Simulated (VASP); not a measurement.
# N in VASP: further runs

The runs below take N through electric field gradients, with r2SCAN.

All numbers are computed with VASP 6.6.1; they aren't measurements. Logs are shortened: lines on timing, memory, paths and dates and some standing lists are left out, and cuts for length are marked.

**1. The cell of the first run**

It takes space group P2_1/m (No. 11, monoclinic). Conventional cell: a = 2.519 Å, b = 2.446 Å, c = 2.519 Å, α = 90.00°, β = 120.00°, γ = 90.00°. N (site symmetry m) has 8 N at 1.86 to 2.45 Å within 2.5 Å.

**2. Electric field gradients, r2SCAN (atom 2 (N) moved by [0.056569, 0.056569, 0.0] A)**

The input, POSCAR:

```
N
1.0
    2.5194737886      0.0000000000      0.0000000000
   -1.2597368943      2.1819283051      0.0000000000
    0.0000000000      0.0000000000      2.4460020000
N
2
Direct
    0.6666666667      0.3333333333      0.2500000000
    0.3687491125      0.6925928164      0.7500000000
```

The input, INCAR.step1:

```
SYSTEM = N
PREC = Accurate ; ENCUT = 520
ISMEAR = -1 ; SIGMA = 0.05
LREAL = .FALSE. ; LASPH = .TRUE.
NELM = 100 ; NBANDS = 12
GGA = PE ; ALGO = Normal
EDIFF = 1E-4 ; LWAVE = .TRUE.
LCHARG = .FALSE.
```

The input, INCAR.step2:

```
SYSTEM = N
PREC = Accurate ; ENCUT = 520
EDIFF = 1E-8 ; ISMEAR = -1
SIGMA = 0.05 ; LREAL = .FALSE.
LASPH = .TRUE. ; NELM = 100
ALGO = Normal ; ISIF = 2
LWAVE = .FALSE. ; LCHARG = .FALSE.
METAGGA = R2SCAN ; LMIXTAU = .TRUE.
LEFG = .TRUE. ; NBANDS = 12
ISTART = 1
```

The input, KPOINTS:

```
Automatic mesh
0
G
  16 16 15
  0 0 0
```

Potentials or basis: VASP PAW PBE potentials, release 64 (N).

Started as:

```bash
cat potpaw_PBE.64/N/POTCAR > POTCAR
cp INCAR.step1 INCAR
mpirun -np 1 vasp_std > vasp.out
cp INCAR.step2 INCAR
mpirun -np 1 vasp_std > vasp.out
```

OUTCAR:

```text
SYSTEM = N
   PREC = Accurate
   ENCUT = 520
   EDIFF = 1E-8
   ISMEAR = -1
   LREAL = .FALSE.
   LASPH = .TRUE.
   NELM = 100
   ISIF = 2
   METAGGA = R2SCAN
   ISTART = 1

 ion  position               nearest neighbor table
   1  0.667  0.333  0.250-
   2  0.369  0.693  0.750-

  LATTYP: Found a hexagonal cell.
 ALAT       =     2.5194737886
 C/A-ratio  =     0.9708384390

  Lattice vectors:

 A1 = (   2.5194737886,   0.0000000000,   0.0000000000)
 A2 = (  -1.2597368943,   2.1819283051,   0.0000000000)
 A3 = (   0.0000000000,   0.0000000000,   2.4460020000)

Analysis of symmetry for initial positions (statically):
=====================================================================
 Subroutine PRICEL returns:
 Original cell was already a primitive cell.

 Routine SETGRP: Setting up the symmetry group for a
 hexagonal supercell.

 Subroutine GETGRP returns: Found  4 space group operations
 (whereof  1 operations were pure point group operations)
 out of a pool of 24 trial point group operations.

The static configuration has the point symmetry C_1 .
 The point group associated with its full space group is C_2h.

Analysis of symmetry for dynamics (positions and initial velocities):
=====================================================================
 Subroutine PRICEL returns:
 Original cell was already a primitive cell.

 Routine SETGRP: Setting up the symmetry group for a
 hexagonal supercell.

 Subroutine GETGRP returns: Found  4 space group operations
 (whereof  1 operations were pure point group operations)
 out of a pool of 24 trial point group operations.

The dynamic configuration has the point symmetry C_1 .
 The point group associated with its full space group is C_2h.

 Subroutine INISYM returns: Found  4 space group operations
 (whereof  1 operations are pure point group operations),
 and found     1 'primitive' translations

----------------------------------------------------------------------------------------

                                     Primitive cell

  volume of cell :      13.4464

  direct lattice vectors                    reciprocal lattice vectors
     2.519473789  0.000000000  0.000000000     0.396908277  0.229155100  0.000000000
    -1.259736894  2.181928305  0.000000000     0.000000000  0.458310201  0.000000000
     0.000000000  0.000000000  2.446002000     0.000000000  0.000000000  0.408830410

  length of vectors
     2.519473789  2.519473789  2.446002000     0.458310201  0.458310201  0.408830410

  position of ions in fractional coordinates (direct lattice)
     0.666666667  0.333333333  0.250000000
     0.368749112  0.692592816  0.750000000

  ion indices of the primitive-cell ions
   primitive index   ion index
                 1           1
                 2           2

----------------------------------------------------------------------------------------

 KPOINTS: Automatic mesh

Automatic generation of k-mesh.
 Grid dimensions read from file:
 generate k-points for:   16   16   15

 Generating k-lattice:

  Cartesian coordinates                     Fractional coordinates (reciprocal lattice)
     0.024806767  0.014322194  0.000000000     0.062500000 -0.000000000  0.000000000
     0.000000000  0.028644388  0.000000000     0.000000000  0.062500000  0.000000000
     0.000000000  0.000000000  0.027255361     0.000000000  0.000000000  0.066666667

  Length of vectors
     0.028644388  0.028644388  0.027255361

  Shift w.r.t. Gamma in fractional coordinates (k-lattice)
     0.000000000  0.000000000  0.000000000

 Subroutine IBZKPT returns following result:
 ===========================================

 Found   1040 irreducible k-points:

 Following reciprocal coordinates:
            Coordinates               Weight
  0.000000  0.000000  0.000000      1.000000
  0.062500 -0.000000  0.000000      2.000000
  0.000000  0.062500  0.000000      2.000000
 -0.062500  0.062500  0.000000      2.000000
  0.125000 -0.000000  0.000000      2.000000
  0.000000  0.125000  0.000000      2.000000
[... 16 lines left out ...]
  0.500000 -0.000000  0.000000      1.000000
  0.000000  0.500000  0.000000      1.000000
 [... further k-points ...]
   k-points           NKPTS =   1040   k-points in BZ     NKDIM =   1040   number of bands    NBANDS=     12
   number of dos      NEDOS =    301   number of ions     NIONS =      2
   total plane-waves  NPLWV =   7200
   dimension x,y,z NGX =    20 NGY =   20 NGZ =   18
   dimension x,y,z NGXF=    40 NGYF=   40 NGZF=   36
   ions per type =               2
   NGX,Y,Z   is equivalent  to a cutoff of  13.20, 13.20, 12.23 a.u.
   NGXF,Y,Z  is equivalent  to a cutoff of  26.39, 26.39, 24.47 a.u.
 SYSTEM =  N
   PREC   = accura    normal or accurate (medium, high low for compatibility)
   ISTART =      1    job   : 0-new  1-cont  2-samecut
   ICHARG =      0    charge: 1-file 2-atom 10-const
   ISPIN  =      1    spin polarized calculation?
   LNONCOLLINEAR =      F non collinear calculations
   LSORBIT =      F    spin-orbit coupling
   LASPH  =      T    aspherical Exc in radial PAW
   ENCUT  =  520.0 eV  38.22 Ry    6.18 a.u.   4.68  4.68  4.55*2*pi/ulx,y,z
   NELM   =    100;   NELMIN=  2; NELMDL=  0     # of ELM steps
   EDIFF  = 0.1E-07   stopping-criterion for ELM
   LREAL  =      F    real-space projection
   EDIFFG = 0.1E-06   stopping-criterion for IOM
   NSW    =      0    number of steps for IOM
   IBRION =     -1    ionic relax: 0-MD 1-quasi-New 2-CG
   NFREE  =      0    steps in history (QN), initial steepest desc. (CG)
   ISIF   =      2    stress and relaxation
   ISYM   =      2    0-nonsym 1-usesym 2-fastsym
   POTIM  = 0.5000    time-step for ionic-motion
   TEBEG  =    0.0;   TEEND  =   0.0 temperature during run
   PSTRESS=    0.0 pullay stress
   NELECT =      10.0000    total number of electrons
   NUPDOWN=      -1.0000    fix difference up-down
   EMIN   =  10.00;   EMAX   =-10.00  energy-range for DOS
   EFERMI =   0.00;   METHOD = LEGACY
   ISMEAR =    -1;   SIGMA  =   0.05  broadening in eV -4-tet -1-fermi 0-gaus
   EFERMI_NEDOS =   21; number of points for ismear=-14 and -15
   IALGO  =     38    algorithm
   IMIX   =      4    mixing-type and parameters
     AMIX     =   0.40;   BMIX     =  1.00
     AMIX_MAG =   1.60;   BMIX_MAG =  1.00
  volume/ion in A,a.u.               =       6.72        45.37
  Fermi-wavevector in a.u.,A,eV,Ry     =   1.483221  2.802881 29.932052  2.199944
  Thomas-Fermi vector in A             =   2.596909
   LORBIT       =      0    0 simple, 1 ext, 2 COOP (PROOUT), +10 PAW based schemes
   METAGGA = R2SCAN    functional components
   LHFCALC =     F    Hartree Fock is set to
   AEXX    =    0.0000 exact exchange contribution
   IVDW    =     0    specifies the selected vdW correction
   LEPSILON=     F    determine dielectric tensor
   LRPA    =     F    only Hartree local field effects (RPA)
 non-spin polarized calculation
  energy-cutoff  :      520.00
  volume of cell :       13.45
 maximum number of plane-waves:       381
   NGX =  9   NGY =  9   NGZ =  9

 number of electron      10.0000000 magnetization

 Free energy of the ion-electron system (eV)
  ---------------------------------------------------
  ext. energy  EPLUGINS =         0.00000000
  ---------------------------------------------------
  free energy    TOTEN  =       -10.69688043 eV

  energy without entropy =      -10.69112239  energy(sigma->0) =      -10.69400141

 E-fermi :   6.8830     XC(G=0): -13.9955

 val. band max:        6.8768284576   @ k =  -0.2500   0.1250   0.1333
 cond. band min:       6.8884299841   @ k =   0.0625   0.1250  -0.3333
 fundamental gap:      0.0116015266
 Fermi energy:         6.8830409854

 k-point     1 :       0.0000    0.0000    0.0000
  band No.  band energies     occupation
      1     -16.3818      2.00000
      2       0.5648      2.00000
      3       1.8122      2.00000
      4       3.8488      2.00000
      5       4.9464      2.00000
      6       9.1660      0.00000
      7      10.6485      0.00000
      8      13.5850      0.00000
      9      22.5486      0.00000
     10      25.9804      0.00000
     11      32.6119      0.00000
     12      34.7073      0.00000

 k-point     2 :       0.0625   -0.0000    0.0000
  band No.  band energies     occupation
      1     -16.2865      2.00000
      2       0.3139      2.00000
      3       1.8882      2.00000
      4       3.7228      2.00000
      5       4.8539      2.00000
      6       9.1833      0.00000
      7      10.7666      0.00000
      8      13.4678      0.00000
      9      22.7517      0.00000
     10      26.0177      0.00000
     11      32.7911      0.00000
     12      34.7528      0.00000

 k-point     3 :       0.0000    0.0625    0.0000
  band No.  band energies     occupation
      1     -16.2831      2.00000
      2       0.1974      2.00000
      3       1.8968      2.00000
      4       3.9279      2.00000
      5       4.7811      2.00000
      6       9.3151      0.00000
      7      10.6275      0.00000
      8      13.4378      0.00000
      9      22.8139      0.00000
     10      25.8336      0.00000
     11      32.8885      0.00000
     12      34.8010      0.00000
[... 286 lines left out ...]
 k-point    23 :       0.5000   -0.0000    0.0000
  band No.  band energies     occupation
      1     -12.0818      2.00000
      2      -7.6205      2.00000
      3       1.4488      2.00000
      4       3.9448      2.00000
      5       4.7468      2.00000
      6       9.6253      0.00000
      7       9.7648      0.00000
      8      12.5515      0.00000
      9      21.7689      0.00000
     10      32.5292      0.00000
     11      33.3667      0.00000
     12      36.4320      0.00000

 k-point    24 :       0.0000    0.5000    0.0000
  band No.  band energies     occupation
      1     -11.2935      2.00000
      2      -9.0231      2.00000
      3       1.7743      2.00000
      4       4.8510      2.00000
      5       5.7516      2.00000
      6       8.1374      0.00000
      7       9.8268      0.00000
      8      12.1478      0.00000
      9      21.3374      0.00000
     10      32.6041      0.00000
     11      34.9262      0.00000
     12      36.0304      0.00000

 [... further k-points ...]

------------------------ aborting loop because EDIFF is reached ----------------------------------------

  FORCE on cell =-STRESS in cart. coord.  units (eV):
  Direction    XX          YY          ZZ          XY          YZ          ZX
  --------------------------------------------------------------------------------------
  -------------------------------------------------------------------------------------
  Total        1.5712556      0.2938947     -0.2683281      0.5902740      0.0000000      0.0000000
  in kB      187.2191553     35.0183117    -31.9719803     70.3326705      0.0000000      0.0000000
  external PRESSURE =      63.4218289 kB  Pullay stress =       0.0000000 kB

 VOLUME and BASIS-vectors are now :
 -----------------------------------------------------------------------------
  energy-cutoff  :      520.00
  volume of cell :       13.45
      direct lattice vectors                 reciprocal lattice vectors
     2.519473789  0.000000000  0.000000000     0.396908277  0.229155100  0.000000000
    -1.259736894  2.181928305  0.000000000     0.000000000  0.458310201  0.000000000
     0.000000000  0.000000000  2.446002000     0.000000000  0.000000000  0.408830410

 POSITION                                       TOTAL-FORCE (eV/Angst)
 -----------------------------------------------------------------------------------
      1.25974      0.72731      0.61150        -0.045076     -0.284747     -0.000000
      0.05657      1.51119      1.83450         0.045076      0.284747      0.000000
 -----------------------------------------------------------------------------------
    total drift:                               -0.000002     -0.000004     -0.000000

  FREE ENERGIE OF THE ION-ELECTRON SYSTEM (eV)
  ---------------------------------------------------
  free  energy   TOTEN  =       -10.6968804299 eV

  energy  without entropy=      -10.6911223909  energy(sigma->0) =      -10.69400141

 Electric field gradients (V/A^2)
---------------------------------------------------------------------
 ion       V_xx      V_yy      V_zz      V_xy      V_xz      V_yz
---------------------------------------------------------------------
   1     -18.787    -7.759    26.546    -6.236     0.000    -0.000
   2     -18.787    -7.759    26.546    -6.236    -0.000    -0.000
---------------------------------------------------------------------

 Electric field gradients after diagonalization (V/A^2)
 (convention: |V_zz| > |V_xx| > |V_yy|)
----------------------------------------------------------------------
 ion       V_xx      V_yy      V_zz     asymmetry (V_yy - V_xx)/ V_zz
----------------------------------------------------------------------
   1     -21.597    -4.949    26.546       0.627
   2     -21.597    -4.949    26.546       0.627
----------------------------------------------------------------------

           NMR quadrupolar parameters

 Cq : quadrupolar parameter    Cq=e*Q*V_zz/h
 eta: asymmetry parameters     (V_yy - V_xx)/ V_zz
 Q  : nuclear electric quadrupole moment in mb (millibarn)
----------------------------------------------------------------------
 ion       Cq(MHz)       eta       Q (mb)
----------------------------------------------------------------------
   1       0.064       0.627       1.000
   2       0.064       0.627       1.000
----------------------------------------------------------------------
```

Wall time 7.2 min (1 thread of Intel Xeon Platinum 8259CL at 2.50GHz (Skylake/Cascade Lake), shared host); peak memory 0.23 GiB.

What came out:

```
Free energy            : -10.6969 eV
Pressure               : 6.3 GPa
Largest force          : 0.288 eV/Å
Band gap on the k mesh : zero (band 5 reaches 7.96 eV, above the bottom of band 6 at 3.63 eV)
```

Forces on the atoms (eV/Å):
```
N   -0.045 -0.285  0.000
N    0.045  0.285  0.000
```

Stress tensor (GPa, compression positive):
```
18.72  7.03  0.00
 7.03  3.50  0.00
 0.00  0.00 -3.20
```

Electric field gradients, principal values (V/Å²):
| atom | least | middle | greatest (by size) |
| --- | --- | --- | --- |
| 1 N | -4.949 | -21.597 | 26.546 |
| 2 N | -4.949 | -21.597 | 26.546 |

Caveat: the cell differs from its parent crystal (atom 2 (N) moved by [0.056569, 0.056569, 0.0] A); without QUAD_EFG the Cq values of the log hold for a quadrupole moment of 1 mb, not for the nuclei; the PAW data sets were made with another functional, which shifts forces and pressure a little.

(Part 1 of 2 ends here.)
